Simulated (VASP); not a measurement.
Runs of VASP 6.6.1 on BaZrO3. The structure is that of space group Pm-3m (No. 221), or close to it. The cells are those of the table. 

| cell | gap on the mesh (eV) | pressure (GPa) |
| --- | --- | --- |
| a = 4.401, b = 4.401, c = 4.191 Å, 5 atoms | (b) | (a) |
| a = 3.982, b = 3.982, c = 4.191 Å, 5 atoms | 3.25 | 27.9 |
| a = 4.296, b = 4.296, c = 4.191 Å, 5 atoms | 3.00 | -2.4 |
| a = 4.191 Å, 5 atoms | (c) | 5.1 |
| a = 4.087, b = 4.087, c = 4.191 Å, 5 atoms | 3.23 | 15.0 |

Alike in all rows: task single point; level PBE; potentials or basis VASP PAW PBE potentials, release 64 (Ba_sv, Zr_sv, O); no spin polarisation; k mesh 6 × 6 × 6; cutoff (eV) 520; smearing fermi-dirac 0.02 eV.

Problem. Estimate the missing entries.

Solution. (a) -8.0; (b) 2.82; (c) 3.19.

Caveats: spin-orbit coupling is left out, which moves the levels of the heavy elements.

A k mesh can miss the band edges, and the runs leave out spin-orbit coupling on Ba, Zr.
